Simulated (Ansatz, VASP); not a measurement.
## TaN in VASP and in Ansatz

```xyz
2
Lattice="2.8785 0.0000 0.0000 -1.4393 2.4929 0.0000 0.0000 0.0000 2.8246" Properties=species:S:1:pos:R:3 pbc="T T T"
Ta    0.0000    1.6619    1.4123
N     0.0000    0.0000    0.0000
```

Change from the starting cell: volume scaled by 0.9405, PAW files.

Alike in both runs: task electric field gradients; functional PBEsol; k mesh 12 × 12 × 10; occupations fermi-dirac, width 0.02 eV; no spin polarisation.

|  | VASP | Ansatz |
| --- | --- | --- |
| version | VASP 6.6.1 | Ansatz 0.2.0 |
| potentials or method | VASP PAW PBE potentials, release 64 (Ta_sv_GW, N) | PAW with Ansatz's default frozen-core files, scalar-relativistic |
| plane-wave cutoff (eV) | 520 | 420 |
| valence electrons in the cell | 18 | 18 |

```tsv
	VASP	Ansatz	Ansatz less VASP
pressure (GPa)	19.1	19.2	+0.11
traceless stress, the component that is largest in VASP (GPa)	1.81	1.69	-0.120
size of Vzz on the site where it differs most (V/Å²)	26.1	42.7	+16.57
```

VASP's potentials were made for PBE, not for PBEsol.

Neither program's run includes spin-orbit coupling.
